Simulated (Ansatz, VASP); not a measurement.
# Eu in VASP and in Ansatz

```xyz
1
Lattice="0.0000 2.7234 2.7234 2.7234 0.0000 2.7234 2.7234 2.7234 0.0000" Properties=species:S:1:pos:R:3 pbc="T T T"
Eu    0.0000    0.0000    0.0000
```

Change from the starting cell: volume scaled by 0.98.

Alike in both runs: task single point; functional PBE; k mesh 12 × 12 × 12; occupations fermi-dirac, width 0.03 eV; collinear spin.

|  | VASP | Ansatz |
| --- | --- | --- |
| version | VASP 6.6.1 | Ansatz 0.2.0 |
| potentials or method | VASP PAW PBE potentials, release 64 (Eu), cutoff 520 eV | all-electron LAPW, scalar-relativistic |

```csv
,VASP,Ansatz,Ansatz less VASP
pressure (GPa),0.1,0.4,+0.33
net moment per atom (μB),7.54,7.55,+0.005
size of the moment on the site where the two differ most (μB),6.74,7.35,+0.611
```

Site moments also hang on the region over which each program counts them. Ansatz ran all-electron here, and VASP with PAW potentials.

Spin-orbit coupling is off throughout.
